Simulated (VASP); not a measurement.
# Cu (Fmmm) in VASP: a series of runs

The runs below take Cu through single point, relaxation of cell and atoms, with PBE.

Everything below comes from runs of VASP 6.6.1. Logs are shortened: lines on timing, memory, paths and dates and some standing lists are left out, and cuts for length are marked.

## 1. The cell of the first run

It takes space group Fmmm (No. 69, orthorhombic). The conventional cell has a = 3.430 Å, b = 3.788 Å, c = 4.155 Å, α = 90.00°, β = 90.00°, γ = 90.00°. Within 3.5 Å of Cu (site symmetry mmm) lie 14 Cu at 2.56 to 3.43 Å.

The cell was built from a structure type or drawn by symmetry, and may not be a known phase.

## 2. Single point, PBE

INCAR reads:

```
ALGO = Fast
EDIFF = 1E-6
ENCUT = 520
GGA = PE
ISIF = 2
ISMEAR = 0
LASPH = True
LCHARG = False
LREAL = False
LWAVE = False
NBANDS = 12
NELM = 80
PREC = Accurate
SIGMA = 0.1
```

KPOINTS reads:

```
k-points
0
Gamma
  8 8 8
```

POSCAR reads:

```
Cu
1.0
    0.0000000000      1.8937592700      2.0776738300
    1.7151807600      0.0000000000      2.0776738300
    1.7151807600      1.8937592700      0.0000000000
Cu
1
Direct
    0.0000000000      0.0000000000      0.0000000000
```

Potentials or basis: VASP PAW PBE potentials, release 64 (Cu).

Run with:

```
cat potpaw_PBE.64/Cu/POTCAR > POTCAR
mpirun -np 1 vasp_std > vasp.out
```

OUTCAR:

```text
EDIFF = 1E-6
   ENCUT = 520
   GGA = PE
   ISIF = 2
   ISMEAR = 0
   LASPH = True
   LREAL = False
   NELM = 80
   PREC = Accurate

 ion  position               nearest neighbor table
   1  0.000  0.000  0.000-

  LATTYP: Found a face centered orthorhombic cell.
 ALAT       =     3.4303615200
 B/A-ratio  =     1.1041164373
 C/A-ratio  =     1.2113439460

  Lattice vectors:

 A1 = (   0.0000000000,   1.8937592700,   2.0776738300)
 A2 = (   1.7151807600,   0.0000000000,   2.0776738300)
 A3 = (   1.7151807600,   1.8937592700,   0.0000000000)

Analysis of symmetry for initial positions (statically):
=====================================================================
 Subroutine PRICEL returns:
 Original cell was already a primitive cell.

 Routine SETGRP: Setting up the symmetry group for a
 face centered orthorhombic supercell.

 Subroutine GETGRP returns: Found  8 space group operations
 (whereof  8 operations were pure point group operations)
 out of a pool of  8 trial point group operations.

The static configuration has the point symmetry D_2h.

Analysis of symmetry for dynamics (positions and initial velocities):
=====================================================================
 Subroutine PRICEL returns:
 Original cell was already a primitive cell.

 Routine SETGRP: Setting up the symmetry group for a
 face centered orthorhombic supercell.

 Subroutine GETGRP returns: Found  8 space group operations
 (whereof  8 operations were pure point group operations)
 out of a pool of  8 trial point group operations.

The dynamic configuration has the point symmetry D_2h.

 Subroutine INISYM returns: Found  8 space group operations
 (whereof  8 operations are pure point group operations),
 and found     1 'primitive' translations

----------------------------------------------------------------------------------------

                                     Primitive cell

  volume of cell :      13.4971

  direct lattice vectors                    reciprocal lattice vectors
     0.000000000  1.893759270  2.077673830    -0.291514464  0.264025110  0.240653751
     1.715180760  0.000000000  2.077673830     0.291514464 -0.264025110  0.240653751
     1.715180760  1.893759270  0.000000000     0.291514464  0.264025110 -0.240653751

  length of vectors
     2.811236866  2.694174008  2.555028221     0.461090197  0.461090197  0.461090197

  position of ions in fractional coordinates (direct lattice)
     0.000000000  0.000000000  0.000000000

  ion indices of the primitive-cell ions
   primitive index   ion index
                 1           1

----------------------------------------------------------------------------------------

 KPOINTS: k-points

Automatic generation of k-mesh.
 Grid dimensions read from file:
 generate k-points for:    8    8    8

 Generating k-lattice:

  Cartesian coordinates                     Fractional coordinates (reciprocal lattice)
    -0.036439308  0.033003139  0.030081719     0.125000000 -0.000000000 -0.000000000
     0.036439308 -0.033003139  0.030081719     0.000000000  0.125000000  0.000000000
     0.036439308  0.033003139 -0.030081719     0.000000000  0.000000000  0.125000000

  Length of vectors
     0.057636275  0.057636275  0.057636275

  Shift w.r.t. Gamma in fractional coordinates (k-lattice)
     0.000000000  0.000000000  0.000000000

 Subroutine IBZKPT returns following result:
 ===========================================

 Found     95 irreducible k-points:

 Following reciprocal coordinates:
            Coordinates               Weight
  0.000000  0.000000  0.000000      1.000000
  0.125000 -0.000000 -0.000000      8.000000
  0.250000 -0.000000 -0.000000      8.000000
  0.375000 -0.000000  0.000000      8.000000
  0.500000 -0.000000 -0.000000      4.000000
  0.125000  0.125000  0.000000      2.000000
[... 16 lines left out ...]
  0.250000 -0.000000  0.125000      8.000000
  0.375000 -0.000000  0.125000      8.000000
 [... further k-points ...]
   k-points           NKPTS =     95   k-points in BZ     NKDIM =     95   number of bands    NBANDS=     12
   number of dos      NEDOS =    301   number of ions     NIONS =      1
   total plane-waves  NPLWV =   9600
   dimension x,y,z NGX =    24 NGY =   20 NGZ =   20
   dimension x,y,z NGXF=    48 NGYF=   40 NGZF=   40
   ions per type =               1
   NGX,Y,Z   is equivalent  to a cutoff of  14.19, 12.34, 13.01 a.u.
   NGXF,Y,Z  is equivalent  to a cutoff of  28.39, 24.68, 26.03 a.u.
 SYSTEM =  unknown system
   PREC   = accura    normal or accurate (medium, high low for compatibility)
   ISTART =      0    job   : 0-new  1-cont  2-samecut
   ICHARG =      2    charge: 1-file 2-atom 10-const
   ISPIN  =      1    spin polarized calculation?
   LNONCOLLINEAR =      F non collinear calculations
   LSORBIT =      F    spin-orbit coupling
   LASPH  =      T    aspherical Exc in radial PAW
   ENCUT  =  520.0 eV  38.22 Ry    6.18 a.u.   5.23  5.01  4.75*2*pi/ulx,y,z
   NELM   =     80;   NELMIN=  2; NELMDL= -5     # of ELM steps
   EDIFF  = 0.1E-05   stopping-criterion for ELM
   LREAL  =      F    real-space projection
   EDIFFG = 0.1E-04   stopping-criterion for IOM
   NSW    =      0    number of steps for IOM
   IBRION =     -1    ionic relax: 0-MD 1-quasi-New 2-CG
   NFREE  =      0    steps in history (QN), initial steepest desc. (CG)
   ISIF   =      2    stress and relaxation
   ISYM   =      2    0-nonsym 1-usesym 2-fastsym
   POTIM  = 0.5000    time-step for ionic-motion
   TEBEG  =    0.0;   TEEND  =   0.0 temperature during run
   PSTRESS=    0.0 pullay stress
   NELECT =      11.0000    total number of electrons
   NUPDOWN=      -1.0000    fix difference up-down
   EMIN   =  10.00;   EMAX   =-10.00  energy-range for DOS
   EFERMI =   0.00;   METHOD = LEGACY
   ISMEAR =     0;   SIGMA  =   0.10  broadening in eV -4-tet -1-fermi 0-gaus
   EFERMI_NEDOS =   21; number of points for ismear=-14 and -15
   IALGO  =     68    algorithm
   IMIX   =      4    mixing-type and parameters
     AMIX     =   0.40;   BMIX     =  1.00
     AMIX_MAG =   1.60;   BMIX_MAG =  1.00
  volume/ion in A,a.u.               =      13.50        91.08
  Fermi-wavevector in a.u.,A,eV,Ry     =   1.529179  2.889730 31.815714  2.338389
  Thomas-Fermi vector in A             =   2.636836
   LORBIT       =      0    0 simple, 1 ext, 2 COOP (PROOUT), +10 PAW based schemes
   GGA     = PE    functional components
   LHFCALC =     F    Hartree Fock is set to
   AEXX    =    0.0000 exact exchange contribution
   IVDW    =     0    specifies the selected vdW correction
   LEPSILON=     F    determine dielectric tensor
   LRPA    =     F    only Hartree local field effects (RPA)
 non-spin polarized calculation
 RMM-DIIS sequential band-by-band and
 Gauss-broadening in eV      SIGMA  =   0.10
  energy-cutoff  :      520.00
  volume of cell :       13.50
 maximum number of plane-waves:       376
 NGX is ok and might be reduce to    24
   NGX = 11   NGY = 11   NGZ =  9

 number of electron      11.0000007 magnetization

 Free energy of the ion-electron system (eV)
  ---------------------------------------------------
  ext. energy  EPLUGINS =         0.00000000
  ---------------------------------------------------
  free energy    TOTEN  =        -3.62291206 eV

  energy without entropy =       -3.62064165  energy(sigma->0) =       -3.62177686

 E-fermi :   6.0666     XC(G=0): -11.9686

 val. band max:        6.0664911453   @ k =  -0.2500   0.2500   0.0000
 cond. band min:       6.0740165676   @ k =   0.5000   0.5000   0.0000
 fundamental gap:      0.0075254224
 Fermi energy:         6.0666386448

 k-point     1 :       0.0000    0.0000    0.0000
  band No.  band energies     occupation
      1      -2.3360      2.00000
      2       3.0172      2.00000
      3       3.4825      2.00000
      4       3.6801      2.00000
      5       3.7750      2.00000
      6       4.2964      2.00000
      7      28.0472      0.00000
      8      29.3875      0.00000
      9      29.4980      0.00000
     10      29.6445      0.00000
     11      31.8819      0.00000
     12      32.0626      0.00000

 k-point     2 :       0.1250   -0.0000   -0.0000
  band No.  band energies     occupation
      1      -1.8168      2.00000
      2       3.0698      2.00000
      3       3.4574      2.00000
      4       3.7233      2.00000
      5       3.7805      2.00000
      6       4.2405      2.00000
      7      23.7055      0.00000
      8      27.4508      0.00000
      9      28.2656      0.00000
     10      29.0703      0.00000
     11      29.9920      0.00000
     12      33.4899      0.00000

 k-point     3 :       0.2500   -0.0000   -0.0000
  band No.  band energies     occupation
      1      -0.3672      2.00000
      2       3.1432      2.00000
      3       3.2785      2.00000
      4       3.8116      2.00000
      5       4.0286      2.00000
      6       4.1943      2.00000
      7      17.6364      0.00000
      8      25.0222      0.00000
      9      27.0832      0.00000
     10      28.1699      0.00000
     11      29.5999      0.00000
     12      32.8016      0.00000
[... 286 lines left out ...]
 k-point    23 :       0.2500   -0.0000    0.1250
  band No.  band energies     occupation
      1      -0.5209      2.00000
      2       3.1313      2.00000
      3       3.3550      2.00000
      4       3.8183      2.00000
      5       3.9131      2.00000
      6       4.1864      2.00000
      7      20.0186      0.00000
      8      23.7928      0.00000
      9      26.1741      0.00000
     10      27.3890      0.00000
     11      30.1126      0.00000
     12      31.5358      0.00000

 k-point    24 :       0.3750   -0.0000    0.1250
  band No.  band energies     occupation
      1       1.1537      2.00000
      2       3.1220      2.00000
      3       3.2092      2.00000
      4       3.7456      2.00000
      5       4.3661      2.00000
      6       4.6205      2.00000
      7      14.4225      0.00000
      8      22.2736      0.00000
      9      24.1573      0.00000
     10      26.7471      0.00000
     11      29.9317      0.00000
     12      33.9939      0.00000

 [... further k-points ...]

------------------------ aborting loop because EDIFF is reached ----------------------------------------

  FORCE on cell =-STRESS in cart. coord.  units (eV):
  Direction    XX          YY          ZZ          XY          YZ          ZX
  --------------------------------------------------------------------------------------
  -------------------------------------------------------------------------------------
  Total       -0.8394320     -0.7215150     -1.2356689      0.0000000      0.0000000      0.0000000
  in kB      -99.6446664    -85.6473424   -146.6799247      0.0000000      0.0000000      0.0000000
  external PRESSURE =    -110.6573112 kB  Pullay stress =       0.0000000 kB

 VOLUME and BASIS-vectors are now :
 -----------------------------------------------------------------------------
  energy-cutoff  :      520.00
  volume of cell :       13.50
      direct lattice vectors                 reciprocal lattice vectors
     0.000000000  1.893759270  2.077673830    -0.291514464  0.264025110  0.240653751
     1.715180760  0.000000000  2.077673830     0.291514464 -0.264025110  0.240653751
     1.715180760  1.893759270  0.000000000     0.291514464  0.264025110 -0.240653751

 POSITION                                       TOTAL-FORCE (eV/Angst)
 -----------------------------------------------------------------------------------
      0.00000      0.00000      0.00000        -0.000000      0.000000      0.000000
 -----------------------------------------------------------------------------------
    total drift:                                0.000000      0.000000      0.000000

  FREE ENERGIE OF THE ION-ELECTRON SYSTEM (eV)
  ---------------------------------------------------
  free  energy   TOTEN  =        -3.6229120631 eV

  energy  without entropy=       -3.6206416509  energy(sigma->0) =       -3.62177686
```

Run time: 5.7 s. Hardware: 1 thread of Intel Xeon 6975P-C (Granite Rapids), shared host; peak memory 0.13 GiB.

What came out:

| Quantity | Value |
| --- | --- |
| Free energy | -3.6229 eV |
| Pressure | -11.1 GPa |
| Band gap on the k mesh | zero (an odd number of electrons rules out a gap without spin polarisation) |

Stress tensor (GPa, compression positive):
```
 -9.96   0.00   0.00
  0.00  -8.56   0.00
  0.00   0.00 -14.67
```

Caveat: the k points lie up to 0.36 Å⁻¹ apart, too coarse for converged energies and pressures of a metal.

## 3. Relaxation of cell and atoms, PBE

INCAR reads:

```
  PREC = Accurate
  ENCUT = 600
  EDIFF = 1E-6
  ISMEAR = 0
  SIGMA = 0.1
  LREAL = False
  LASPH = True
  NELM = 100
  ALGO = Normal
  ISIF = 3
  LWAVE = False
  LCHARG = False
  GGA = PE
  IBRION = 2
  NSW = 90
  EDIFFG = -0.04
```

KPOINTS reads:

```
regular mesh
0
Gamma
  8 8 8
```

POSCAR is that of step 2.

Potentials or basis: VASP PAW PBE potentials, release 64 (Cu).

Run with:

```
cat potpaw_PBE.64/Cu/POTCAR > POTCAR
mpirun -np 1 vasp_std > vasp.out
```

Wall time 49 s (1 thread of Intel Xeon 6975P-C (Granite Rapids), shared host); peak memory 0.15 GiB.

Results (log left out):

| Property | Result |
| --- | --- |
| Free energy | -3.6996 eV |
| Relaxed volume | 12.06 Å³/atom |
| Relaxed cell | a = 2.572 Å, b = 2.569 Å, c = 2.582 Å, α = 59.91°, β = 59.80°, γ = 60.29° |
| Space group after relaxing (to 0.1 Å) | Fm-3m (No. 225) |
| Energy gained by relaxing | 76.7 meV/atom |
| Ionic steps | 19 |
| Pressure after relaxing | 0.1 GPa |
| Band gap on the k mesh | zero (an odd number of electrons rules out a gap without spin polarisation) |

Stress tensor (GPa, compression positive):
```
 0.11  0.00  0.00
 0.00 -0.01  0.00
 0.00  0.00  0.32
```

Step by step:
```tsv
step	energy change (eV)	largest force (eV/Å)	pressure (GPa)	volume (Å³)
1	0.0000	0.0000	-11.13	13.50
2	-0.0577	0.0000	4.08	11.75
3	-0.0608	0.0000	0.66	12.03
4	-0.0652	0.0000	0.51	12.04
5	-0.0690	0.0000	0.37	12.04
6	-0.0683	0.0000	0.49	12.04
7	-0.0702	0.0000	0.34	12.05
8	-0.0702	0.0000	0.25	12.05
9	-0.0713	0.0000	-0.28	12.10
10	-0.0719	0.0000	-0.86	12.15
11	-0.0721	0.0000	-1.87	12.25
12	-0.0726	0.0000	-1.71	12.23
13	-0.0741	0.0000	-0.98	12.16
14	-0.0764	0.0000	0.45	12.03
15	-0.0764	0.0000	0.85	12.00
16	-0.0764	0.0000	0.79	12.00
17	-0.0766	0.0000	0.59	12.02
18	-0.0766	0.0000	0.53	12.03
19	-0.0767	0.0000	0.14	12.06
```

Final structure:
```
Cu
1.0
     0.00000    1.82757    1.80971
     1.82360    0.00000    1.80971
     1.82360    1.82757    0.00000
Cu
1
Direct
  0.00000 0.00000 0.00000
```

Levels at points of the mesh, in eV from the Fermi level:
| k point | band 2 | band 3 | band 4 | band 5 | band 6 | band 7 | band 8 | band 9 |
| --- | --- | --- | --- | --- | --- | --- | --- | --- |
| (0.00, 0.00, 0.00) | -2.90 | -2.89 | -2.85 | -2.10 | -2.06 | 22.50 | 24.97 | 25.00 |
| (0.50, 0.00, 0.00) | -2.93 | -2.89 | -1.54 | -1.52 | -0.87 | 3.73 | 20.97 | 21.68 |
| (0.50, 0.50, 0.00) | -4.23 | -1.55 | -1.40 | -1.39 | 1.71 | 7.20 | 12.86 | 12.86 |
| (0.50, 0.00, 0.50) | -4.23 | -1.55 | -1.41 | -1.38 | 1.51 | 6.94 | 13.08 | 13.10 |
| (0.00, 0.50, 0.50) | -4.23 | -1.55 | -1.41 | -1.38 | 1.55 | 7.00 | 13.03 | 13.05 |

Caveat: the k points lie up to 0.37 Å⁻¹ apart in the final cell, too coarse for converged energies and pressures of a metal.
